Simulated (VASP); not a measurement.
# CaF (P4/mmm) in VASP: a series of runs

Runs on CaF. Level: PBE. Tasks: relaxation of cell and atoms, single point.

Program: VASP 6.6.1. These are calculated values, not measurements. Logs are shortened: lines on timing, memory, paths and dates and some standing lists are left out, and cuts for length are marked.

## Step 1: The cell of the first run

It takes space group P4/mmm (No. 123, tetragonal). Conventional cell: a = 3.785 Å, b = 3.785 Å, c = 5.405 Å, α = 90.00°, β = 90.00°, γ = 90.00°. Within 2.6 Å of Ca (site symmetry 4/mmm) lie 2 F at 1.93 Å. Within 3.5 Å of Ca (site symmetry 4/mmm) lie 4 Ca at 2.68 Å and 8 F at 3.30 Å. Within 2.1 Å of F (site symmetry 4mm) lie 1 F at 1.54 Å and 1 Ca at 1.93 Å.

## Step 2: Relaxation of cell and atoms, PBE

INCAR

```
ALGO = Normal
EDIFF = 1E-7
EDIFFG = -0.04
ENCUT = 600
GGA = PE
GGA_COMPAT = F
IBRION = 2
ISIF = 3
ISMEAR = 0
LASPH = T
LCHARG = F
LREAL = F
LWAVE = F
NELM = 120
NELMIN = 4
NSW = 90
PREC = Accurate
SIGMA = 0.1
```

KPOINTS

```
k-points
0
Gamma
  4 4 4
```

POSCAR

```
CaF
1.0
    3.7850967300      0.0000000000      0.0000000000
    0.0000000000      3.7850967300      0.0000000000
    0.0000000000      0.0000000000      5.4054388500
Ca F
2 2
Direct
    0.5000000000      0.5000000000      0.0000000000
    0.0000000000      0.0000000000      0.0000000000
    0.5000000000      0.5000000000      0.6423762100
    0.5000000000      0.5000000000      0.3576237900
```

Potentials or basis: VASP PAW PBE potentials, release 64 (Ca_sv, F).

Launch:

```console
$ cat potpaw_PBE.64/Ca_sv/POTCAR potpaw_PBE.64/F/POTCAR > POTCAR
$ mpirun -np 1 vasp_std > vasp.out
```

OUTCAR:

```text
EDIFF = 1E-7
   EDIFFG = -0.04
   ENCUT = 600
   GGA = PE
   IBRION = 2
   ISIF = 3
   ISMEAR = 0
   LASPH = T
   LREAL = F
   NELM = 120
   NELMIN = 4
   NSW = 90
   PREC = Accurate

 ion  position               nearest neighbor table
   1  0.500  0.500  0.000-   3 1.93   4 1.93   2 2.68   2 2.68   2 2.68   2 2.68
   2  0.000  0.000  0.000-   1 2.68   1 2.68   1 2.68   1 2.68
   3  0.500  0.500  0.642-   4 1.54   1 1.93
   4  0.500  0.500  0.358-   3 1.54   1 1.93

  LATTYP: Found a simple tetragonal cell.
 ALAT       =     3.7850967300
 C/A-ratio  =     1.4280847322

  Lattice vectors:

 A1 = (   3.7850967300,   0.0000000000,   0.0000000000)
 A2 = (   0.0000000000,   3.7850967300,   0.0000000000)
 A3 = (   0.0000000000,   0.0000000000,   5.4054388500)

Analysis of symmetry for initial positions (statically):
=====================================================================
 Subroutine PRICEL returns:
 Original cell was already a primitive cell.

 Routine SETGRP: Setting up the symmetry group for a
 simple tetragonal supercell.

 Subroutine GETGRP returns: Found 16 space group operations
 (whereof 16 operations were pure point group operations)
 out of a pool of 16 trial point group operations.

The static configuration has the point symmetry D_4h.

Analysis of symmetry for dynamics (positions and initial velocities):
=====================================================================
 Subroutine PRICEL returns:
 Original cell was already a primitive cell.

 Routine SETGRP: Setting up the symmetry group for a
 simple tetragonal supercell.

 Subroutine GETGRP returns: Found 16 space group operations
 (whereof 16 operations were pure point group operations)
 out of a pool of 16 trial point group operations.

The dynamic configuration has the point symmetry D_4h.

 Subroutine INISYM returns: Found 16 space group operations
 (whereof 16 operations are pure point group operations),
 and found     1 'primitive' translations

----------------------------------------------------------------------------------------

                                     Primitive cell

  volume of cell :      77.4435

  direct lattice vectors                    reciprocal lattice vectors
     3.785096730  0.000000000  0.000000000     0.264194041  0.000000000  0.000000000
     0.000000000  3.785096730  0.000000000     0.000000000  0.264194041  0.000000000
     0.000000000  0.000000000  5.405438850     0.000000000  0.000000000  0.184998855

  length of vectors
     3.785096730  3.785096730  5.405438850     0.264194041  0.264194041  0.184998855

  position of ions in fractional coordinates (direct lattice)
     0.500000000  0.500000000  0.000000000
     0.000000000  0.000000000  0.000000000
     0.500000000  0.500000000  0.642376210
     0.500000000  0.500000000  0.357623790

  ion indices of the primitive-cell ions
   primitive index   ion index
                 1           1
                 2           2
                 3           3
                 4           4

----------------------------------------------------------------------------------------

 KPOINTS: k-points

Automatic generation of k-mesh.
 Grid dimensions read from file:
 generate k-points for:    4    4    4

 Generating k-lattice:

  Cartesian coordinates                     Fractional coordinates (reciprocal lattice)
     0.066048510  0.000000000  0.000000000     0.250000000  0.000000000  0.000000000
     0.000000000  0.066048510  0.000000000     0.000000000  0.250000000  0.000000000
     0.000000000  0.000000000  0.046249714     0.000000000  0.000000000  0.250000000

  Length of vectors
     0.066048510  0.066048510  0.046249714

  Shift w.r.t. Gamma in fractional coordinates (k-lattice)
     0.000000000  0.000000000  0.000000000

 Subroutine IBZKPT returns following result:
 ===========================================

 Found     18 irreducible k-points:

 Following reciprocal coordinates:
            Coordinates               Weight
  0.000000  0.000000  0.000000      1.000000
  0.250000  0.000000  0.000000      4.000000
  0.500000  0.000000  0.000000      2.000000
  0.250000  0.250000  0.000000      4.000000
  0.500000  0.250000  0.000000      4.000000
  0.500000  0.500000  0.000000      1.000000
[... 10 lines left out ...]
  0.500000  0.250000  0.500000      4.000000
  0.500000  0.500000  0.500000      1.000000
   k-points           NKPTS =     18   k-points in BZ     NKDIM =     18   number of bands    NBANDS=     21
   number of dos      NEDOS =    301   number of ions     NIONS =      4
   total plane-waves  NPLWV =  43200
   dimension x,y,z NGX =    30 NGY =   30 NGZ =   48
   dimension x,y,z NGXF=    60 NGYF=   60 NGZF=   96
   ions per type =               2   2
   NGX,Y,Z   is equivalent  to a cutoff of  13.18, 13.18, 14.76 a.u.
   NGXF,Y,Z  is equivalent  to a cutoff of  26.35, 26.35, 29.53 a.u.
 SYSTEM =  unknown system
   PREC   = accura    normal or accurate (medium, high low for compatibility)
   ISTART =      0    job   : 0-new  1-cont  2-samecut
   ICHARG =      2    charge: 1-file 2-atom 10-const
   ISPIN  =      1    spin polarized calculation?
   LNONCOLLINEAR =      F non collinear calculations
   LSORBIT =      F    spin-orbit coupling
   LASPH  =      T    aspherical Exc in radial PAW
   ENCUT  =  600.0 eV  44.10 Ry    6.64 a.u.   7.56  7.56 10.80*2*pi/ulx,y,z
   NELM   =    120;   NELMIN=  4; NELMDL= -5     # of ELM steps
   EDIFF  = 0.1E-06   stopping-criterion for ELM
   LREAL  =      F    real-space projection
   EDIFFG = -.4E-01   stopping-criterion for IOM
   NSW    =     90    number of steps for IOM
   IBRION =      2    ionic relax: 0-MD 1-quasi-New 2-CG
   NFREE  =      1    steps in history (QN), initial steepest desc. (CG)
   ISIF   =      3    stress and relaxation
   ISYM   =      2    0-nonsym 1-usesym 2-fastsym
   POTIM  = 0.5000    time-step for ionic-motion
   TEBEG  =    0.0;   TEEND  =   0.0 temperature during run
   PSTRESS=    0.0 pullay stress
   NELECT =      34.0000    total number of electrons
   NUPDOWN=      -1.0000    fix difference up-down
   EMIN   =  10.00;   EMAX   =-10.00  energy-range for DOS
   EFERMI =   0.00;   METHOD = LEGACY
   ISMEAR =     0;   SIGMA  =   0.10  broadening in eV -4-tet -1-fermi 0-gaus
   EFERMI_NEDOS =   21; number of points for ismear=-14 and -15
   IALGO  =     38    algorithm
   IMIX   =      4    mixing-type and parameters
     AMIX     =   0.40;   BMIX     =  1.00
     AMIX_MAG =   1.60;   BMIX_MAG =  1.00
  volume/ion in A,a.u.               =      19.36       130.65
  Fermi-wavevector in a.u.,A,eV,Ry     =   1.244246  2.351284 21.063825  1.548147
  Thomas-Fermi vector in A             =   2.378521
   LORBIT       =      0    0 simple, 1 ext, 2 COOP (PROOUT), +10 PAW based schemes
   GGA     = PE    functional components
   LHFCALC =     F    Hartree Fock is set to
   AEXX    =    0.0000 exact exchange contribution
   IVDW    =     0    specifies the selected vdW correction
   LEPSILON=     F    determine dielectric tensor
   LRPA    =     F    only Hartree local field effects (RPA)
 conjugate gradient relaxation of ions
 non-spin polarized calculation
 Gauss-broadening in eV      SIGMA  =   0.10
  energy-cutoff  :      600.00
  volume of cell :       77.44
 maximum number of plane-waves:      2604
   NGX = 15   NGY = 15   NGZ = 21

--------------------------------------- Ionic step        1  -------------------------------------------

 number of electron      34.0000014 magnetization

 Free energy of the ion-electron system (eV)
  ---------------------------------------------------
  ext. energy  EPLUGINS =         0.00000000
  ---------------------------------------------------
  free energy    TOTEN  =        -6.71066063 eV

  energy without entropy =       -6.69189953  energy(sigma->0) =       -6.70128008

------------------------ aborting loop because EDIFF is reached ----------------------------------------

  FORCE on cell =-STRESS in cart. coord.  units (eV):
  Direction    XX          YY          ZZ          XY          YZ          ZX
  --------------------------------------------------------------------------------------
  -------------------------------------------------------------------------------------
  Total        8.5938561      8.5938561     32.1900817      0.0000000     -0.0000000      0.0000000
  in kB      177.7926235    177.7926235    665.9593747      0.0000000     -0.0000000      0.0000000
  external PRESSURE =     340.5148739 kB  Pullay stress =       0.0000000 kB
[... 61 lines left out ...]
  energy  without entropy=      -11.5788497582  energy(sigma->0) =      -11.58436640

--------------------------------------- Ionic step        3  -------------------------------------------

 number of electron      33.9999977 magnetization

 E-fermi :   0.7359     XC(G=0):  -7.1835

 val. band max:       -0.0034031781   @ k =   0.2500   0.0000   0.5000
 cond. band min:       0.7438861043   @ k =   0.2500   0.2500   0.0000
 fundamental gap:      0.7472892825
 Fermi energy:         0.7359095966

 k-point     1 :       0.0000    0.0000    0.0000
  band No.  band energies     occupation
      1     -41.9135      2.00000
      2     -39.0070      2.00000
      3     -23.7159      2.00000
      4     -23.0435      2.00000
      5     -23.0435      2.00000
      6     -22.9125      2.00000
[... 452 lines left out ...]
  FREE ENERGIE OF THE ION-ELECTRON SYSTEM (eV)
  ---------------------------------------------------
  free  energy   TOTEN  =       -11.4268533603 eV

  energy  without entropy=      -11.4093938904  energy(sigma->0) =      -11.41812363

[... ionic steps 4 to 14 ...]

--------------------------------------- Ionic step       15  -------------------------------------------

 number of electron      34.0000071 magnetization

------------------------ aborting loop because EDIFF is reached ----------------------------------------

  FORCE on cell =-STRESS in cart. coord.  units (eV):
  Direction    XX          YY          ZZ          XY          YZ          ZX
  --------------------------------------------------------------------------------------
  -------------------------------------------------------------------------------------
  Total       -0.2449204     -0.2449204      0.0218241      0.0000000      0.0000000     -0.0000000
  in kB       -2.7068133     -2.7068133      0.2411959      0.0000000      0.0000000     -0.0000000
  external PRESSURE =      -1.7241436 kB  Pullay stress =       0.0000000 kB
[... 61 lines left out ...]
  energy  without entropy=      -12.9379737991  energy(sigma->0) =      -12.95136075

--------------------------------------- Ionic step       17  -------------------------------------------

 number of electron      34.0000074 magnetization

 Free energy of the ion-electron system (eV)
  ---------------------------------------------------
  ext. energy  EPLUGINS =         0.00000000
  ---------------------------------------------------
  free energy    TOTEN  =       -12.96565209 eV

  energy without entropy =      -12.93868591  energy(sigma->0) =      -12.95216900

 E-fermi :  -0.6634     XC(G=0):  -6.1622

 val. band max:       -0.7301103985   @ k =   0.5000   0.0000   0.5000
 cond. band min:      -0.6350828364   @ k =   0.5000   0.2500   0.0000
 fundamental gap:      0.0950275622
 Fermi energy:        -0.6633851525

 k-point     1 :       0.0000    0.0000    0.0000
  band No.  band energies     occupation
      1     -43.9047      2.00000
      2     -40.5868      2.00000
      3     -24.8990      2.00000
      4     -24.8782      2.00000
      5     -24.8782      2.00000
      6     -23.4296      2.00000
[... 452 lines left out ...]
  FREE ENERGIE OF THE ION-ELECTRON SYSTEM (eV)
  ---------------------------------------------------
  free  energy   TOTEN  =       -12.9656520861 eV

  energy  without entropy=      -12.9386859128  energy(sigma->0) =      -12.95216900

 reached required accuracy - stopping structural energy minimisation
```

Wall time 6.4 min (1 thread of AMD EPYC 7R13 (Zen 3), shared host); peak memory 0.19 GiB.

Results:

```
Free energy                            : -12.9657 eV
Relaxed volume                         : 36.06 Å³/atom
Relaxed cell                           : a = 4.661 Å, b = 4.661 Å, c = 6.641 Å, α = 90.00°, β = 90.00°, γ = 90.00°
Space group after relaxing (to 0.05 Å) : P4/mmm (No. 123)
Energy gained by relaxing              : 1563.7 meV/atom
Ionic steps                            : 17
Pressure after relaxing                : -0.1 GPa
Largest force after relaxing           : 0.033 eV/Å
Band gap on the k mesh                 : zero (band 17 reaches -0.24 eV, above the bottom of band 18 at -0.94 eV)
```

Forces on the atoms (eV/Å):
```
Ca   0.000  0.000  0.000
Ca   0.000  0.000  0.000
F    0.000  0.000  0.033
F    0.000  0.000 -0.033
```

The path:
```
step  energy change (eV)  largest force (eV/Å)  pressure (GPa)  volume (Å³)
   1              0.0000               12.4066           34.05        77.44
   2             -4.8792                4.1219            6.77       130.95
   3             -4.7162                3.8781           14.08       102.68
   4             -4.6827                5.1510           10.07       124.54
   5             -1.0052                2.6641          -14.00       176.99
   6             -5.2737                0.1302           -0.60       138.03
   7             -5.3229                0.7826            1.06       135.14
   8             -5.3255                1.0043            1.61       134.26
   9             -5.6969                1.1258            0.76       141.58
  10             -5.9893                1.3943           -0.17       153.72
  11             -6.0070                1.4602           -0.45       156.99
  12             -6.0472                0.6435           -3.62       160.44
  13             -6.0910                0.1587           -2.39       158.92
  14             -6.2306                0.0838           -0.96       149.92
  15             -6.2541                0.0038           -0.17       144.97
  16             -6.2541                0.0102           -0.13       144.70
  17             -6.2550                0.0332           -0.12       144.25
```

Final structure:
```xyz
4
Lattice="4.6606 0.0000 0.0000 0.0000 4.6606 0.0000 0.0000 0.0000 6.6409" Properties=species:S:1:pos:R:3 pbc="T T T"
Ca    2.3303    2.3303    0.0000
Ca    0.0000    4.6606    0.0000
F     2.3303    2.3303    4.6310
F     2.3303    2.3303    2.0099
```

Caveat: the k points lie up to 0.34 Å⁻¹ apart in the final cell; the volume moved by over 15 % at a fixed basis, so the end points are rough.

## Step 3: Single point, PBE

This run uses another cell than the first one, of 54.04 Å³/atom, 2.791 times its volume.

INCAR

```
PREC = Accurate
ENCUT = 600
EDIFF = 1E-6
ISMEAR = 0
SIGMA = 0.1
LREAL = False
LASPH = True
NELM = 120
ALGO = Normal
ISIF = 2
LWAVE = False
LCHARG = True
GGA = PE
LELF = True
LVHAR = True
NBANDS = 25
GGA_COMPAT = False
```

KPOINTS

```
regular mesh
0
Gamma
  4 4 4
```

POSCAR

```
CaF
1.0
    5.3349024848      0.0000000000      0.0000000000
    0.0000000000      5.3349024848      0.0000000000
    0.0000000000      0.0000000000      7.5951403569
Ca F
2 2
Direct
    0.5000000000      0.5000000000      0.0000000000
    0.0000000000      0.0000000000      0.0000000000
    0.5000000000      0.5000000000      0.7336751732
    0.5000000000      0.5000000000      0.2663248268
```

Potentials or basis: VASP PAW PBE potentials, release 64 (Ca_sv, F).

Launch:

```console
$ cat potpaw_PBE.64/Ca_sv/POTCAR potpaw_PBE.64/F/POTCAR > POTCAR
$ mpirun -np 1 vasp_std > vasp.out
```

Wall time 1.7 min (1 thread of AMD EPYC 7R13 (Zen 3), shared host); peak memory 0.39 GiB.

The run converged. Its results:

```
Free energy            : -13.8957 eV
Pressure               : 0.4 GPa
Largest force          : 0.133 eV/Å
Band gap on the k mesh : zero (band 17 reaches -1.71 eV, above the bottom of band 18 at -1.87 eV)
```

Forces on the atoms (eV/Å):
```
Ca   0.000  0.000  0.000
Ca   0.000  0.000  0.000
F    0.000  0.000 -0.133
F    0.000  0.000  0.133
```

Stress tensor (GPa, compression positive):
```
0.20 0.00 0.00
0.00 0.20 0.00
0.00 0.00 0.71
```

Levels at points of the mesh, in eV from the Fermi level:
```tsv
k point	band 13	band 14	band 15	band 16	band 17	band 18	band 19	band 20	band 21	band 22
(0.00, 0.00, 0.00)	-2.88	-2.69	-2.69	-2.12	-1.84	0.33	0.94	1.43	1.58	1.58
(0.50, 0.00, 0.00)	-2.87	-2.83	-2.69	-2.12	-0.48	-0.01	1.16	1.31	1.41	1.56
(0.50, 0.50, 0.00)	-2.93	-2.77	-2.77	-2.12	0.14	0.38	1.24	1.24	1.39	1.39
(0.00, 0.00, 0.50)	-2.91	-2.66	-2.66	-2.32	-1.81	0.33	0.94	1.51	1.57	1.57
(0.50, 0.00, 0.50)	-2.90	-2.80	-2.66	-2.32	-0.47	0.01	1.16	1.29	1.44	1.58
(0.50, 0.50, 0.50)	-2.97	-2.73	-2.73	-2.32	0.16	0.38	1.25	1.25	1.38	1.38
```
